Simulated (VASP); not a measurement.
# As2Se (P6/mmm) in VASP: further runs

The runs below take As2Se through single point, relaxation of cell and atoms, with PBE.

Everything below comes from runs of VASP 6.6.1. Logs are shortened: lines on timing, memory, paths and dates and some standing lists are left out, and cuts for length are marked.

### Step 1. The cell of the first run

Symmetry: P6/mmm, No. 191, hexagonal system. Conventional cell: a = 4.574 Å, b = 4.574 Å, c = 3.378 Å, α = 90.00°, β = 90.00°, γ = 120.00°. Within 3.5 Å of As (site symmetry -6m2) lie 5 As at 2.64 to 3.38 Å and 6 Se at 3.13 Å. Se (site symmetry 6/mmm) has 12 As at 3.13 Å and 2 Se at 3.38 Å within 4.1 Å.

### Step 2. Single point, PBE

Contents of INCAR:

```
SYSTEM = As2Se
  PREC = Accurate
  ENCUT = 520
  EDIFF = 1E-6
  ISMEAR = 0
  SIGMA = 0.1
  LREAL = .FALSE.
  LASPH = .TRUE.
  NELM = 100
  ALGO = Normal
  ISIF = 2
  LWAVE = .FALSE.
  LCHARG = .FALSE.
  GGA = PE
  NBANDS = 15
```

Contents of KPOINTS:

```
Automatic mesh
0
G
  12 12 14
  0 0 0
```

Contents of POSCAR:

```
As2Se
1.0
    4.5737612250      0.0000000000      0.0000000000
   -2.2868806125      3.9609934117      0.0000000000
    0.0000000000      0.0000000000      3.3782297549
As Se
2 1
Direct
    0.3333333333      0.6666666667      0.5000000000
    0.6666666667      0.3333333333      0.5000000000
    0.0000000000      0.0000000000      0.0000000000
```

Potentials or basis: VASP PAW PBE potentials, release 64 (As, Se).

Started as:

```bash
> cat potpaw_PBE.64/As/POTCAR potpaw_PBE.64/Se/POTCAR > POTCAR
> mpirun -np 1 vasp_std > vasp.out
```

OUTCAR:

```text
SYSTEM = As2Se
   PREC = Accurate
   ENCUT = 520
   EDIFF = 1E-6
   ISMEAR = 0
   LREAL = .FALSE.
   LASPH = .TRUE.
   NELM = 100
   ISIF = 2
   GGA = PE

 ion  position               nearest neighbor table
   1  0.333  0.667  0.500-   2 2.64   2 2.64   2 2.64
   2  0.667  0.333  0.500-   1 2.64   1 2.64   1 2.64
   3  0.000  0.000  0.000-

  LATTYP: Found a hexagonal cell.
 ALAT       =     4.5737612250
 C/A-ratio  =     0.7386108694

  Lattice vectors:

 A1 = (   4.5737612250,   0.0000000000,   0.0000000000)
 A2 = (  -2.2868806125,   3.9609934117,   0.0000000000)
 A3 = (   0.0000000000,   0.0000000000,   3.3782297549)

Analysis of symmetry for initial positions (statically):
=====================================================================
 Subroutine PRICEL returns:
 Original cell was already a primitive cell.

 Routine SETGRP: Setting up the symmetry group for a
 hexagonal supercell.

 Subroutine GETGRP returns: Found 24 space group operations
 (whereof 24 operations were pure point group operations)
 out of a pool of 24 trial point group operations.

The static configuration has the point symmetry D_6h.

Analysis of symmetry for dynamics (positions and initial velocities):
=====================================================================
 Subroutine PRICEL returns:
 Original cell was already a primitive cell.

 Routine SETGRP: Setting up the symmetry group for a
 hexagonal supercell.

 Subroutine GETGRP returns: Found 24 space group operations
 (whereof 24 operations were pure point group operations)
 out of a pool of 24 trial point group operations.

The dynamic configuration has the point symmetry D_6h.

 Subroutine INISYM returns: Found 24 space group operations
 (whereof 24 operations are pure point group operations),
 and found     1 'primitive' translations

----------------------------------------------------------------------------------------

                                     Primitive cell

  volume of cell :      61.2022

  direct lattice vectors                    reciprocal lattice vectors
     4.573761225  0.000000000  0.000000000     0.218638436  0.126230960  0.000000000
    -2.286880613  3.960993412  0.000000000     0.000000000  0.252461920  0.000000000
     0.000000000  0.000000000  3.378229755     0.000000000  0.000000000  0.296013022

  length of vectors
     4.573761225  4.573761225  3.378229755     0.252461920  0.252461920  0.296013022

  position of ions in fractional coordinates (direct lattice)
     0.333333333  0.666666667  0.500000000
     0.666666667  0.333333333  0.500000000
     0.000000000  0.000000000  0.000000000

  ion indices of the primitive-cell ions
   primitive index   ion index
                 1           1
                 2           2
                 3           3

----------------------------------------------------------------------------------------

 KPOINTS: Automatic mesh

Automatic generation of k-mesh.
 Grid dimensions read from file:
 generate k-points for:   12   12   14

 Generating k-lattice:

  Cartesian coordinates                     Fractional coordinates (reciprocal lattice)
     0.018219870  0.010519247  0.000000000     0.083333333  0.000000000  0.000000000
     0.000000000  0.021038493  0.000000000     0.000000000  0.083333333  0.000000000
     0.000000000  0.000000000  0.021143787     0.000000000  0.000000000  0.071428571

  Length of vectors
     0.021038493  0.021038493  0.021143787

  Shift w.r.t. Gamma in fractional coordinates (k-lattice)
     0.000000000  0.000000000  0.000000000

 Subroutine IBZKPT returns following result:
 ===========================================

 Found    152 irreducible k-points:

 Following reciprocal coordinates:
            Coordinates               Weight
  0.000000  0.000000  0.000000      1.000000
  0.083333  0.000000  0.000000      6.000000
  0.166667  0.000000  0.000000      6.000000
  0.250000  0.000000  0.000000      6.000000
  0.333333  0.000000  0.000000      6.000000
  0.416667 -0.000000  0.000000      6.000000
[... 16 lines left out ...]
  0.250000  0.000000  0.071429     12.000000
  0.333333  0.000000  0.071429     12.000000
 [... further k-points ...]
   k-points           NKPTS =    152   k-points in BZ     NKDIM =    152   number of bands    NBANDS=     15
   number of dos      NEDOS =    301   number of ions     NIONS =      3
   total plane-waves  NPLWV =  36288
   dimension x,y,z NGX =    36 NGY =   36 NGZ =   28
   dimension x,y,z NGXF=    72 NGYF=   72 NGZF=   56
   ions per type =               2   1
   NGX,Y,Z   is equivalent  to a cutoff of  13.09, 13.09, 13.78 a.u.
   NGXF,Y,Z  is equivalent  to a cutoff of  26.17, 26.17, 27.56 a.u.
 SYSTEM =  As2Se
   PREC   = accura    normal or accurate (medium, high low for compatibility)
   ISTART =      0    job   : 0-new  1-cont  2-samecut
   ICHARG =      2    charge: 1-file 2-atom 10-const
   ISPIN  =      1    spin polarized calculation?
   LNONCOLLINEAR =      F non collinear calculations
   LSORBIT =      F    spin-orbit coupling
   LASPH  =      T    aspherical Exc in radial PAW
   ENCUT  =  520.0 eV  38.22 Ry    6.18 a.u.   8.50  8.50  6.28*2*pi/ulx,y,z
   NELM   =    100;   NELMIN=  2; NELMDL= -5     # of ELM steps
   EDIFF  = 0.1E-05   stopping-criterion for ELM
   LREAL  =      F    real-space projection
   EDIFFG = 0.1E-04   stopping-criterion for IOM
   NSW    =      0    number of steps for IOM
   IBRION =     -1    ionic relax: 0-MD 1-quasi-New 2-CG
   NFREE  =      0    steps in history (QN), initial steepest desc. (CG)
   ISIF   =      2    stress and relaxation
   ISYM   =      2    0-nonsym 1-usesym 2-fastsym
   POTIM  = 0.5000    time-step for ionic-motion
   TEBEG  =    0.0;   TEEND  =   0.0 temperature during run
   PSTRESS=    0.0 pullay stress
   NELECT =      16.0000    total number of electrons
   NUPDOWN=      -1.0000    fix difference up-down
   EMIN   =  10.00;   EMAX   =-10.00  energy-range for DOS
   EFERMI =   0.00;   METHOD = LEGACY
   ISMEAR =     0;   SIGMA  =   0.10  broadening in eV -4-tet -1-fermi 0-gaus
   EFERMI_NEDOS =   21; number of points for ismear=-14 and -15
   IALGO  =     38    algorithm
   IMIX   =      4    mixing-type and parameters
     AMIX     =   0.40;   BMIX     =  1.00
     AMIX_MAG =   1.60;   BMIX_MAG =  1.00
  volume/ion in A,a.u.               =      20.40       137.67
  Fermi-wavevector in a.u.,A,eV,Ry     =   1.046789  1.978145 14.908823  1.095768
  Thomas-Fermi vector in A             =   2.181642
   LORBIT       =      0    0 simple, 1 ext, 2 COOP (PROOUT), +10 PAW based schemes
   GGA     = PE    functional components
   LHFCALC =     F    Hartree Fock is set to
   AEXX    =    0.0000 exact exchange contribution
   IVDW    =     0    specifies the selected vdW correction
   LEPSILON=     F    determine dielectric tensor
   LRPA    =     F    only Hartree local field effects (RPA)
 non-spin polarized calculation
 Gauss-broadening in eV      SIGMA  =   0.10
  energy-cutoff  :      520.00
  volume of cell :       61.20
 maximum number of plane-waves:      1675
 NGX is ok and might be reduce to    36
   NGX = 17   NGY = 17   NGZ = 13

 number of electron      16.0000000 magnetization

 Free energy of the ion-electron system (eV)
  ---------------------------------------------------
  ext. energy  EPLUGINS =         0.00000000
  ---------------------------------------------------
  free energy    TOTEN  =       -11.56970803 eV

  energy without entropy =      -11.56030274  energy(sigma->0) =      -11.56500538

 E-fermi :   5.5102     XC(G=0): -10.4513

 val. band max:        5.5003088623   @ k =   0.4167  -0.0000   0.0000
 cond. band min:       5.5123401463   @ k =   0.3333   0.2500   0.1429
 fundamental gap:      0.0120312841
 Fermi energy:         5.5102175951

 k-point     1 :       0.0000    0.0000    0.0000
  band No.  band energies     occupation
      1      -9.6426      2.00000
      2      -5.0336      2.00000
      3      -2.2513      2.00000
      4       1.5474      2.00000
      5       1.5474      2.00000
      6       1.8025      2.00000
      7       1.8025      2.00000
      8       3.5613      2.00000
      9       8.1884      0.00000
     10       9.4796      0.00000
     11       9.6168      0.00000
     12      10.4625      0.00000
     13      10.4625      0.00000
     14      16.1627      0.00000
     15      16.7508      0.00000

 k-point     2 :       0.0833    0.0000    0.0000
  band No.  band energies     occupation
      1      -9.5855      2.00000
      2      -5.1093      2.00000
      3      -2.5025      2.00000
      4       1.0096      2.00000
      5       1.2608      2.00000
      6       2.4378      2.00000
      7       2.5966      2.00000
      8       3.6188      2.00000
      9       8.1038      0.00000
     10       9.3688      0.00000
     11       9.6948      0.00000
     12      10.1757      0.00000
     13      10.3944      0.00000
     14      16.1822      0.00000
     15      16.3049      0.00000

 k-point     3 :       0.1667    0.0000    0.0000
  band No.  band energies     occupation
      1      -9.4156      2.00000
      2      -5.3307      2.00000
      3      -3.0948      2.00000
      4       0.4698      2.00000
      5       1.3989      2.00000
      6       3.2635      2.00000
      7       3.7896      2.00000
      8       3.7942      2.00000
      9       7.8625      0.00000
     10       9.0712      0.00000
     11       9.3227      0.00000
     12      10.0855      0.00000
     13      10.1976      0.00000
     14      15.5025      0.00000
     15      15.8961      0.00000

 k-point     4 :       0.2500    0.0000    0.0000
  band No.  band energies     occupation
      1      -9.1382      2.00000
      2      -5.6953      2.00000
      3      -3.7299      2.00000
      4       0.0415      2.00000
      5       1.9087      2.00000
      6       4.0671      2.00000
      7       4.1432      2.00000
      8       5.0605      2.00000
      9       7.4798      0.00000
     10       8.3994      0.00000
     11       8.6991      0.00000
     12       9.8880      0.00000
     13      10.5949      0.00000
     14      14.7196      0.00000
     15      15.4689      0.00000
[... 307 lines left out ...]
 k-point    22 :       0.1667    0.0000    0.0714
  band No.  band energies     occupation
      1      -9.3620      2.00000
      2      -5.3429      2.00000
      3      -3.0563      2.00000
      4       0.5225      2.00000
      5       1.4027      2.00000
      6       3.2966      2.00000
      7       3.4126      2.00000
      8       3.9849      2.00000
      9       7.4003      0.00000
     10       8.7190      0.00000
     11       9.4455      0.00000
     12       9.9871      0.00000
     13      10.5555      0.00000
     14      15.3894      0.00000
     15      15.4191      0.00000

 k-point    23 :       0.2500    0.0000    0.0714
  band No.  band energies     occupation
      1      -9.0856      2.00000
      2      -5.6896      2.00000
      3      -3.6962      2.00000
      4       0.0961      2.00000
      5       1.8479      2.00000
      6       3.8388      2.00000
      7       4.1599      2.00000
      8       5.1083      2.00000
      9       6.9696      0.00000
     10       8.3238      0.00000
     11       8.7342      0.00000
     12       9.7177      0.00000
     13      11.0389      0.00000
     14      14.9608      0.00000
     15      15.1328      0.00000

 k-point    24 :       0.3333    0.0000    0.0714
  band No.  band energies     occupation
      1      -8.7159      2.00000
      2      -6.1696      2.00000
      3      -4.1814      2.00000
      4      -0.2120      2.00000
      5       2.4957      2.00000
      6       4.3368      2.00000
      7       5.0053      2.00000
      8       5.5182      0.91016
      9       7.0093      0.00000
     10       8.0130      0.00000
     11       8.0362      0.00000
     12       9.3887      0.00000
     13      11.7229      0.00000
     14      14.0639      0.00000
     15      14.6607      0.00000

 [... further k-points ...]

------------------------ aborting loop because EDIFF is reached ----------------------------------------

  FORCE on cell =-STRESS in cart. coord.  units (eV):
  Direction    XX          YY          ZZ          XY          YZ          ZX
  --------------------------------------------------------------------------------------
  -------------------------------------------------------------------------------------
  Total        0.0422751      0.0422751     -0.0012762     -0.0000000      0.0000000      0.0000000
  in kB        1.1066959      1.1066959     -0.0334097     -0.0000000      0.0000000      0.0000000
  external PRESSURE =       0.7266607 kB  Pullay stress =       0.0000000 kB

 VOLUME and BASIS-vectors are now :
 -----------------------------------------------------------------------------
  energy-cutoff  :      520.00
  volume of cell :       61.20
      direct lattice vectors                 reciprocal lattice vectors
     4.573761225  0.000000000  0.000000000     0.218638436  0.126230960  0.000000000
    -2.286880613  3.960993412  0.000000000     0.000000000  0.252461920  0.000000000
     0.000000000  0.000000000  3.378229755     0.000000000  0.000000000  0.296013022

 POSITION                                       TOTAL-FORCE (eV/Angst)
 -----------------------------------------------------------------------------------
     -0.00000      2.64066      1.68911         0.000000     -0.000000      0.000000
      2.28688      1.32033      1.68911        -0.000000      0.000000     -0.000000
      0.00000      0.00000      0.00000         0.000000      0.000000     -0.000000
 -----------------------------------------------------------------------------------
    total drift:                               -0.000000      0.000000     -0.000000

  FREE ENERGIE OF THE ION-ELECTRON SYSTEM (eV)
  ---------------------------------------------------
  free  energy   TOTEN  =       -11.5697080281 eV

  energy  without entropy=      -11.5603027357  energy(sigma->0) =      -11.56500538
```

Wall time 39 s (1 thread of Intel Xeon 6975P-C (Granite Rapids), shared host); peak memory 0.28 GiB.

Results:

| Quantity | Value |
| --- | --- |
| Free energy | -11.5697 eV |
| Pressure | 0.1 GPa |
| Band gap on the k mesh | zero (bands 8 and 9 overlap by 3.26 eV) |

### Step 3. Relaxation of cell and atoms, PBE

Contents of INCAR:

```
SYSTEM = As2Se
PREC = Accurate
ENCUT = 600
EDIFF = 1E-6
ISMEAR = 0
SIGMA = 0.1
LREAL = .FALSE.
LASPH = .TRUE.
NELM = 60
ALGO = Normal
ISIF = 3
LWAVE = .FALSE.
LCHARG = .FALSE.
GGA = PE
IBRION = 2
NSW = 100
EDIFFG = -0.01
```

KPOINTS is that of step 2.

Contents of POSCAR:

```
As2Se
1.0
    4.5727582964      0.0000000000      0.0000000000
   -2.2863791482      3.9601248501      0.0000000000
    0.0000000000      0.0000000000      3.3828388201
As Se
2 1
Direct
    0.3333333333      0.6666666667      0.5000000000
    0.6666666667      0.3333333333      0.5000000000
    0.0000000000      0.0000000000      0.0000000000
```

Potentials or basis: VASP PAW PBE potentials, release 64 (As, Se).

Started as:

```bash
> cat potpaw_PBE.64/As/POTCAR potpaw_PBE.64/Se/POTCAR > POTCAR
> mpirun -np 1 vasp_std > vasp.out
```

OUTCAR:

```text
SYSTEM = As2Se
   PREC = Accurate
   ENCUT = 600
   EDIFF = 1E-6
   ISMEAR = 0
   LREAL = .FALSE.
   LASPH = .TRUE.
   NELM = 60
   ISIF = 3
   GGA = PE
   IBRION = 2
   NSW = 100
   EDIFFG = -0.01

 ion  position               nearest neighbor table
   1  0.333  0.667  0.500-   2 2.64   2 2.64   2 2.64
   2  0.667  0.333  0.500-   1 2.64   1 2.64   1 2.64
   3  0.000  0.000  0.000-

  LATTYP: Found a hexagonal cell.
 ALAT       =     4.5727582964
 C/A-ratio  =     0.7397808064

  Lattice vectors:

 A1 = (   4.5727582964,   0.0000000000,   0.0000000000)
 A2 = (  -2.2863791482,   3.9601248501,   0.0000000000)
 A3 = (   0.0000000000,   0.0000000000,   3.3828388201)

Analysis of symmetry for initial positions (statically):
[... 413 lines left out ...]
 fundamental gap:      0.0170502850
 Fermi energy:         5.4953608366

 k-point     1 :       0.0000    0.0000    0.0000
  band No.  band energies     occupation
      1      -9.6456      2.00000
      2      -5.0483      2.00000
      3      -2.2722      2.00000
      4       1.5390      2.00000
      5       1.5390      2.00000
      6       1.7925      2.00000
      7       1.7925      2.00000
      8       3.5589      2.00000
      9       8.1728      0.00000
     10       9.4621      0.00000
     11       9.6124      0.00000
     12      10.4423      0.00000
[... 331 lines left out ...]
 k-point    24 :       0.3333    0.0000    0.0714
  band No.  band energies     occupation
      1      -8.7209      2.00000
      2      -6.1793      2.00000
      3      -4.1950      2.00000
      4      -0.2182      2.00000
      5       2.4836      2.00000
      6       4.3297      2.00000
      7       4.9916      2.00000
      8       5.5052      0.88887
      9       6.9953      0.00000
     10       7.9974      0.00000
     11       8.0186      0.00000
     12       9.3691      0.00000

 [... further k-points ...]
[... 5 lines left out ...]
  --------------------------------------------------------------------------------------
  -------------------------------------------------------------------------------------
  Total       -0.0072853     -0.0072853     -0.0140397      0.0000000      0.0000000     -0.0000000
  in kB       -0.1904830     -0.1904830     -0.3670861      0.0000000      0.0000000     -0.0000000
  external PRESSURE =      -0.2493507 kB  Pullay stress =       0.0000000 kB
[... 18 lines left out ...]
  FREE ENERGIE OF THE ION-ELECTRON SYSTEM (eV)
  ---------------------------------------------------
  free  energy   TOTEN  =       -11.5698618399 eV

  energy  without entropy=      -11.5604690841  energy(sigma->0) =      -11.56516546

 reached required accuracy - stopping structural energy minimisation
```

OSZICAR:

```text
N       E                     dE             d eps       ncg     rms          rms(c)
DAV:   1     0.601769020123E+02    0.60177E+02   -0.72409E+03  3648   0.129E+03
DAV:   2    -0.767959959301E+01   -0.67857E+02   -0.63856E+02  4912   0.169E+02
[... 35 lines left out ...]
   6 F= -.11569842E+02 E0= -.11565128E+02  d E =-.418298E-04
       N       E                     dE             d eps       ncg     rms          rms(c)
DAV:   1    -0.115698938807E+02   -0.51357E-04   -0.16819E-03  3648   0.240E-01    0.271E-02
DAV:   2    -0.115698712043E+02    0.22676E-04   -0.40815E-05  3728   0.429E-02    0.140E-02
DAV:   3    -0.115698618195E+02    0.93848E-05   -0.19874E-05  3848   0.272E-02    0.323E-03
DAV:   4    -0.115698618399E+02   -0.20383E-07   -0.83580E-07  1832   0.642E-03
   7 F= -.11569862E+02 E0= -.11565165E+02  d E =-.193454E-04
```

CONTCAR:

```text
As2Se
   1.00000000000000
     4.5766420493145681   -0.0000000000000000   -0.0000000000000000
    -2.2883210246572840    3.9634882787861696    0.0000000000000000
     0.0000000000000000    0.0000000000000001    3.3781181535462310
  As              Se
     2     1
Direct
     0.3333333332999970    0.6666666667000030    0.5000000000000000
     0.6666666667000030    0.3333333332999970    0.5000000000000000
     0.0000000000000000    1.0000000000000000    1.0000000000000000

  0.00000000E+00  0.00000000E+00  0.00000000E+00
  0.00000000E+00  0.00000000E+00  0.00000000E+00
  0.00000000E+00  0.00000000E+00  0.00000000E+00
```

Wall time 2.4 min (1 thread of Intel Xeon 6975P-C (Granite Rapids), shared host); peak memory 0.32 GiB.

What came out:

| Property | Result |
| --- | --- |
| Free energy | -11.5699 eV |
| Relaxed volume | 20.43 Å³/atom |
| Relaxed cell | a = 4.577 Å, b = 4.577 Å, c = 3.378 Å, α = 90.00°, β = 90.00°, γ = 120.00° |
| Space group after relaxing (to 0.1 Å) | P6/mmm (No. 191) |
| Energy gained by relaxing | 0.0 meV/atom |
| Ionic steps | 7 |
| Pressure after relaxing | 0.0 GPa |
| Band gap on the k mesh | zero (bands 8 and 9 overlap by 3.26 eV) |

Final structure:
```yaml
crystal:
  lattice:
    - [4.57664, 0.00000, 0.00000]
    - [-2.28832, 3.96349, 0.00000]
    - [0.00000, 0.00000, 3.37812]
  atoms:
    - { symbol: As, position: [0.33333, 0.66667, 0.50000] }
    - { symbol: As, position: [0.66667, 0.33333, 0.50000] }
    - { symbol: Se, position: [0.00000, 0.00000, 0.00000] }
```
